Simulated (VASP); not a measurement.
# Sc (R-3m) in VASP: notebook

The runs below take Sc through single point, with PBEsol.

All numbers are computed with VASP 6.6.1; they aren't measurements. Logs are shortened: lines on timing, memory, paths and dates and some standing lists are left out, and cuts for length are marked.

## (1) The cell of the first run

Symmetry: R-3m, No. 166, trigonal system. Conventional cell: a = 6.988 Å, b = 6.988 Å, c = 24.421 Å, α = 90.00°, β = 90.00°, γ = 120.00°. Within 3.9 Å of Sc (site symmetry m) lie 8 Sc at 2.98 to 3.71 Å. Sc (site symmetry m) has 7 Sc at 2.69 to 3.20 Å within 3.6 Å.

## (2) Single point, PBEsol

Contents of INCAR:

```
ALGO = Normal
EDIFF = 1E-6
ENCUT = 520
GGA = PS
ISIF = 2
ISMEAR = 0
LASPH = True
LCHARG = True
LELF = True
LREAL = False
LVHAR = True
LWAVE = False
NBANDS = 78
NELM = 100
PREC = Accurate
SIGMA = 0.1
```

Contents of KPOINTS:

```
k-points
0
Gamma
  6 6 6
```

Contents of POSCAR:

```
Sc
1.0
    3.4940829065      2.0173097067      8.1402203207
   -3.4940829065      2.0173097067      8.1402203207
    0.0000000000     -4.0346194133      8.1402203207
Sc
12
Direct
    0.0725183734      0.5409783910      0.0725183734
    0.0725183734      0.0725183734      0.5409783910
    0.5409783910      0.0725183734      0.0725183734
    0.9274816266      0.4590216090      0.9274816266
    0.4590216090      0.9274816266      0.9274816266
    0.9274816266      0.9274816266      0.4590216090
    0.2223058863      0.6329919033      0.2223058863
    0.2223058863      0.2223058863      0.6329919033
    0.6329919033      0.2223058863      0.2223058863
    0.7776941137      0.3670080967      0.7776941137
    0.3670080967      0.7776941137      0.7776941137
    0.7776941137      0.7776941137      0.3670080967
```

Potentials or basis: VASP PAW PBE potentials, release 64 (Sc_sv).

Launch:

```sh
cat potpaw_PBE.64/Sc_sv/POTCAR > POTCAR
mpirun -np 1 vasp_std > vasp.out
```

OUTCAR:

```text
EDIFF = 1E-6
   ENCUT = 520
   GGA = PS
   ISIF = 2
   ISMEAR = 0
   LASPH = True
   LREAL = False
   NELM = 100
   PREC = Accurate

 ion  position               nearest neighbor table
   1  0.073  0.541  0.073-  12 2.98  11 2.98   4 3.04   7 3.20   3 3.27   2 3.27
   2  0.073  0.073  0.541-  10 2.98  11 2.98   6 3.04   8 3.20   1 3.27   3 3.27
   3  0.541  0.073  0.073-  12 2.98  10 2.98   5 3.04   9 3.20   1 3.27   2 3.27
   4  0.927  0.459  0.927-   8 2.98   9 2.98   1 3.04  10 3.20   5 3.27   6 3.27
   5  0.459  0.927  0.927-   8 2.98   7 2.98   3 3.04  11 3.20   4 3.27   6 3.27
   6  0.927  0.927  0.459-   7 2.98   9 2.98   2 3.04  12 3.20   5 3.27   4 3.27
   7  0.222  0.633  0.222-  12 2.69  11 2.69   9 2.87   8 2.87   6 2.98   5 2.98   1 3.20
   8  0.222  0.222  0.633-  10 2.69  11 2.69   7 2.87   9 2.87   4 2.98   5 2.98   2 3.20
   9  0.633  0.222  0.222-  12 2.69  10 2.69   7 2.87   8 2.87   6 2.98   4 2.98   3 3.20
  10  0.778  0.367  0.778-   8 2.69   9 2.69  11 2.87  12 2.87   2 2.98   3 2.98   4 3.20
  11  0.367  0.778  0.778-   8 2.69   7 2.69  10 2.87  12 2.87   2 2.98   1 2.98   5 3.20
  12  0.778  0.778  0.367-   7 2.69   9 2.69  10 2.87  11 2.87   1 2.98   3 2.98   6 3.20

  LATTYP: Found a trigonal (rhomboedric) cell.
 ALAT       =     9.0852265068
 COS(alpha) =     0.7041818013

  Lattice vectors:

 A1 = (   3.4940829065,   2.0173097067,   8.1402203207)
 A2 = (  -3.4940829065,   2.0173097067,   8.1402203207)
 A3 = (   0.0000000000,  -4.0346194133,   8.1402203207)

Analysis of symmetry for initial positions (statically):
=====================================================================
 Subroutine PRICEL returns:
 Original cell was already a primitive cell.

 Routine SETGRP: Setting up the symmetry group for a
 trigonal (rhombohedral) supercell.

 Subroutine GETGRP returns: Found 12 space group operations
 (whereof 12 operations were pure point group operations)
 out of a pool of 12 trial point group operations.

The static configuration has the point symmetry D_3d.

Analysis of symmetry for dynamics (positions and initial velocities):
=====================================================================
 Subroutine PRICEL returns:
 Original cell was already a primitive cell.

 Routine SETGRP: Setting up the symmetry group for a
 trigonal (rhombohedral) supercell.

 Subroutine GETGRP returns: Found 12 space group operations
 (whereof 12 operations were pure point group operations)
 out of a pool of 12 trial point group operations.

The dynamic configuration has the point symmetry D_3d.

 Subroutine INISYM returns: Found 12 space group operations
 (whereof 12 operations are pure point group operations),
 and found     1 'primitive' translations

----------------------------------------------------------------------------------------

                                     Primitive cell

  volume of cell :     344.2653

  direct lattice vectors                    reciprocal lattice vectors
     3.494082907  2.017309707  8.140220321     0.143099066  0.082618284  0.040948933
    -3.494082907  2.017309707  8.140220321    -0.143099066  0.082618284  0.040948933
     0.000000000 -4.034619413  8.140220321     0.000000000 -0.165236568  0.040948933

  length of vectors
     9.085226507  9.085226507  9.085226507     0.170234951  0.170234951  0.170234951

  position of ions in fractional coordinates (direct lattice)
     0.072518373  0.540978391  0.072518373
     0.072518373  0.072518373  0.540978391
     0.540978391  0.072518373  0.072518373
     0.927481627  0.459021609  0.927481627
     0.459021609  0.927481627  0.927481627
     0.927481627  0.927481627  0.459021609
     0.222305886  0.632991903  0.222305886
     0.222305886  0.222305886  0.632991903
     0.632991903  0.222305886  0.222305886
     0.777694114  0.367008097  0.777694114
     0.367008097  0.777694114  0.777694114
     0.777694114  0.777694114  0.367008097

  ion indices of the primitive-cell ions
   primitive index   ion index
                 1           1
                 2           2
                 3           3
                 4           4
                 5           5
                 6           6
                 7           7
                 8           8
                 9           9
                10          10
                11          11
                12          12

----------------------------------------------------------------------------------------

 KPOINTS: k-points

Automatic generation of k-mesh.
 Grid dimensions read from file:
 generate k-points for:    6    6    6

 Generating k-lattice:

  Cartesian coordinates                     Fractional coordinates (reciprocal lattice)
     0.023849844  0.013769714  0.006824822     0.166666667  0.000000000 -0.000000000
    -0.023849844  0.013769714  0.006824822     0.000000000  0.166666667 -0.000000000
     0.000000000 -0.027539428  0.006824822     0.000000000  0.000000000  0.166666667

  Length of vectors
     0.028372492  0.028372492  0.028372492

  Shift w.r.t. Gamma in fractional coordinates (k-lattice)
     0.000000000  0.000000000  0.000000000

 Subroutine IBZKPT returns following result:
 ===========================================

 Found     32 irreducible k-points:

 Following reciprocal coordinates:
            Coordinates               Weight
  0.000000  0.000000  0.000000      1.000000
  0.166667 -0.000000  0.000000      6.000000
  0.333333 -0.000000  0.000000      6.000000
  0.500000 -0.000000 -0.000000      3.000000
  0.166667  0.166667  0.000000      6.000000
  0.333333  0.166667 -0.000000     12.000000
[... 16 lines left out ...]
  0.500000  0.500000  0.166667      6.000000
 -0.333333  0.500000  0.166667     12.000000
 [... further k-points ...]
   k-points           NKPTS =     32   k-points in BZ     NKDIM =     32   number of bands    NBANDS=     78
   number of dos      NEDOS =    301   number of ions     NIONS =     12
   total plane-waves  NPLWV = 343000
   dimension x,y,z NGX =    70 NGY =   70 NGZ =   70
   dimension x,y,z NGXF=   140 NGYF=  140 NGZF=  140
   ions per type =              12
   NGX,Y,Z   is equivalent  to a cutoff of  12.81, 12.81, 12.81 a.u.
   NGXF,Y,Z  is equivalent  to a cutoff of  25.62, 25.62, 25.62 a.u.
 SYSTEM =  unknown system
   PREC   = accura    normal or accurate (medium, high low for compatibility)
   ISTART =      0    job   : 0-new  1-cont  2-samecut
   ICHARG =      2    charge: 1-file 2-atom 10-const
   ISPIN  =      1    spin polarized calculation?
   LNONCOLLINEAR =      F non collinear calculations
   LSORBIT =      F    spin-orbit coupling
   LASPH  =      T    aspherical Exc in radial PAW
   ENCUT  =  520.0 eV  38.22 Ry    6.18 a.u.  16.89 16.89 16.89*2*pi/ulx,y,z
   NELM   =    100;   NELMIN=  2; NELMDL= -5     # of ELM steps
   EDIFF  = 0.1E-05   stopping-criterion for ELM
   LREAL  =      F    real-space projection
   EDIFFG = 0.1E-04   stopping-criterion for IOM
   NSW    =      0    number of steps for IOM
   IBRION =     -1    ionic relax: 0-MD 1-quasi-New 2-CG
   NFREE  =      0    steps in history (QN), initial steepest desc. (CG)
   ISIF   =      2    stress and relaxation
   ISYM   =      2    0-nonsym 1-usesym 2-fastsym
   POTIM  = 0.5000    time-step for ionic-motion
   TEBEG  =    0.0;   TEEND  =   0.0 temperature during run
   PSTRESS=    0.0 pullay stress
   NELECT =     132.0000    total number of electrons
   NUPDOWN=      -1.0000    fix difference up-down
   EMIN   =  10.00;   EMAX   =-10.00  energy-range for DOS
   EFERMI =   0.00;   METHOD = LEGACY
   ISMEAR =     0;   SIGMA  =   0.10  broadening in eV -4-tet -1-fermi 0-gaus
   EFERMI_NEDOS =   21; number of points for ismear=-14 and -15
   IALGO  =     38    algorithm
   IMIX   =      4    mixing-type and parameters
     AMIX     =   0.40;   BMIX     =  1.00
     AMIX_MAG =   1.60;   BMIX_MAG =  1.00
  volume/ion in A,a.u.               =      28.69       193.60
  Fermi-wavevector in a.u.,A,eV,Ry     =   1.189328  2.247505 19.245465  1.414502
  Thomas-Fermi vector in A             =   2.325438
   LORBIT       =      0    0 simple, 1 ext, 2 COOP (PROOUT), +10 PAW based schemes
   GGA     = PS    functional components
   LHFCALC =     F    Hartree Fock is set to
   AEXX    =    0.0000 exact exchange contribution
   IVDW    =     0    specifies the selected vdW correction
   LEPSILON=     F    determine dielectric tensor
   LRPA    =     F    only Hartree local field effects (RPA)
 non-spin polarized calculation
 Gauss-broadening in eV      SIGMA  =   0.10
  energy-cutoff  :      520.00
  volume of cell :      344.27
 maximum number of plane-waves:      9296
 NGX is ok and might be reduce to    70
   NGX = 33   NGY = 33   NGZ = 33

 number of electron     131.9999991 magnetization

 Free energy of the ion-electron system (eV)
  ---------------------------------------------------
  ext. energy  EPLUGINS =         0.00000000
  ---------------------------------------------------
  free energy    TOTEN  =       -68.07253600 eV

  energy without entropy =      -67.96995435  energy(sigma->0) =      -68.02124518

 E-fermi :   2.5361     XC(G=0):  -9.1733

 val. band max:        2.5307661575   @ k =   0.5000   0.5000   0.5000
 cond. band min:       2.5380403647   @ k =  -0.3333   0.3333   0.0000
 fundamental gap:      0.0072742072
 Fermi energy:         2.5361253266

 k-point     1 :       0.0000    0.0000    0.0000
  band No.  band energies     occupation
      1     -47.1247      2.00000
      2     -47.1058      2.00000
      3     -47.1058      2.00000
      4     -47.0997      2.00000
      5     -47.0829      2.00000
      6     -47.0829      2.00000
[... 70 lines left out ...]
     77       3.5570      0.00000
     78       3.6469      0.00000
[... 1861 lines left out ...]
     77       3.3074      0.00000
     78       3.4087      0.00000

 [... further k-points ...]

------------------------ aborting loop because EDIFF is reached ----------------------------------------

  FORCE on cell =-STRESS in cart. coord.  units (eV):
  Direction    XX          YY          ZZ          XY          YZ          ZX
  --------------------------------------------------------------------------------------
  -------------------------------------------------------------------------------------
  Total        0.0684506      0.0684506      0.0227000      0.0000000      0.0000000      0.0000000
  in kB        0.3185624      0.3185624      0.1056436      0.0000000      0.0000000      0.0000000
  external PRESSURE =       0.2475895 kB  Pullay stress =       0.0000000 kB

 VOLUME and BASIS-vectors are now :
 -----------------------------------------------------------------------------
  energy-cutoff  :      520.00
  volume of cell :      344.27
      direct lattice vectors                 reciprocal lattice vectors
     3.494082907  2.017309707  8.140220321     0.143099066  0.082618284  0.040948933
    -3.494082907  2.017309707  8.140220321    -0.143099066  0.082618284  0.040948933
     0.000000000 -4.034619413  8.140220321     0.000000000 -0.165236568  0.040948933

 POSITION                                       TOTAL-FORCE (eV/Angst)
 -----------------------------------------------------------------------------------
     -1.63684      0.94503      5.58431        -0.001232      0.000711     -0.004821
      0.00000     -1.89006      5.58431         0.000000     -0.001422     -0.004821
      1.63684      0.94503      5.58431         0.001232      0.000711     -0.004821
      1.63684     -0.94503     18.83635         0.001232     -0.000711      0.004821
     -1.63684     -0.94503     18.83635        -0.001232     -0.000711      0.004821
      0.00000      1.89006     18.83635         0.000000      0.001422      0.004821
     -1.43497      0.82848      8.77193         0.013739     -0.007932      0.019302
      0.00000     -1.65696      8.77193         0.000000      0.015865      0.019302
      1.43497      0.82848      8.77193        -0.013739     -0.007932      0.019302
      1.43497     -0.82848     15.64873        -0.013739      0.007932     -0.019302
     -1.43497     -0.82848     15.64873         0.013739      0.007932     -0.019302
      0.00000      1.65696     15.64873         0.000000     -0.015865     -0.019302
 -----------------------------------------------------------------------------------
    total drift:                                0.000000     -0.000000      0.000000

  FREE ENERGIE OF THE ION-ELECTRON SYSTEM (eV)
  ---------------------------------------------------
  free  energy   TOTEN  =       -68.0725360017 eV

  energy  without entropy=      -67.9699543513  energy(sigma->0) =      -68.02124518
```

It took 44 min on 1 thread of Intel Xeon Platinum 8259CL at 2.50GHz (Skylake/Cascade Lake), shared host; peak memory 1 GiB.

What came out:

```
Free energy            : -68.0725 eV
Pressure               : 0.0 GPa
Largest force          : 0.025 eV/Å
Band gap on the k mesh : zero (band 66 reaches 2.59 eV, above the bottom of band 67 at 2.29 eV)
```

Forces on the atoms (eV/Å):
```
Sc  -0.001  0.001 -0.005
Sc   0.000 -0.001 -0.005
Sc   0.001  0.001 -0.005
Sc   0.001 -0.001  0.005
Sc  -0.001 -0.001  0.005
Sc   0.000  0.001  0.005
Sc   0.014 -0.008  0.019
Sc   0.000  0.016  0.019
Sc  -0.014 -0.008  0.019
Sc  -0.014  0.008 -0.019
Sc   0.014  0.008 -0.019
Sc   0.000 -0.016 -0.019
```

Caveat: the PAW data sets were made with another functional, which shifts forces and pressure a little.

## (3) Single point, PBEsol

This run uses another cell than the first one, of 28.57 Å³/atom, 0.996 times its volume.

Contents of INCAR:

```
SYSTEM = Sc
PREC = Accurate
ENCUT = 520
EDIFF = 1E-6
ISMEAR = 0
SIGMA = 0.1
LREAL = .FALSE.
LASPH = .TRUE.
NELM = 100
ALGO = Normal
ISIF = 2
LWAVE = .FALSE.
LCHARG = .FALSE.
GGA = PS
NBANDS = 78
```

Contents of KPOINTS:

```
regular mesh
0
G
  3 3 3
  0 0 0
```

Contents of POSCAR:

```
Sc
1.0
    3.4762410994      2.0070087345      8.1890465228
   -3.4762410994      2.0070087345      8.1890465228
    0.0000000000     -4.0140174689      8.1890465228
Sc
12
Direct
    0.0708443043      0.5438309358      0.0708443043
    0.0708443043      0.0708443043      0.5438309358
    0.5438309358      0.0708443043      0.0708443043
    0.9291556957      0.4561690642      0.9291556957
    0.4561690642      0.9291556957      0.9291556957
    0.9291556957      0.9291556957      0.4561690642
    0.2219285198      0.6337835708      0.2219285198
    0.2219285198      0.2219285198      0.6337835708
    0.6337835708      0.2219285198      0.2219285198
    0.7780714802      0.3662164292      0.7780714802
    0.3662164292      0.7780714802      0.7780714802
    0.7780714802      0.7780714802      0.3662164292
```

Potentials or basis: VASP PAW PBE potentials, release 64 (Sc_sv).

Launch:

```sh
cat potpaw_PBE.64/Sc_sv/POTCAR > POTCAR
mpirun -np 1 vasp_std > vasp.out
```

It took 9.4 min on 1 thread of Intel Xeon Platinum 8259CL at 2.50GHz (Skylake/Cascade Lake), shared host; peak memory 0.69 GiB.

It converged, with:

| Property | Result |
| --- | --- |
| Free energy | -68.0646 eV |
| Pressure | 0.1 GPa |
| Largest force | 0.023 eV/Å |
| Band gap on the k mesh | zero (band 66 reaches 2.55 eV, above the bottom of band 67 at 2.35 eV) |

Forces in eV/Å, atoms in the order of the input:
```
Sc   0.020 -0.011  0.001
Sc   0.000  0.023  0.001
Sc  -0.020 -0.011  0.001
Sc  -0.020  0.011 -0.001
Sc   0.020  0.011 -0.001
Sc   0.000 -0.023 -0.001
Sc  -0.007  0.004  0.014
Sc   0.000 -0.008  0.014
Sc   0.007  0.004  0.014
Sc   0.007 -0.004 -0.014
Sc  -0.007 -0.004 -0.014
Sc   0.000  0.008 -0.014
```

Stress tensor (GPa, compression positive):
```
0.19 0.00 0.00
0.00 0.19 0.00
0.00 0.00 0.06
```

Levels at points of the mesh, in eV from the Fermi level:
```csv
k point,band 64,band 65,band 66,band 67,band 68,band 69
"(0.00, 0.00, 0.00)",-0.54,-0.28,-0.28,-0.20,0.09,0.12
```

Caveat: the PAW data sets were made with another functional, which shifts forces and pressure a little.
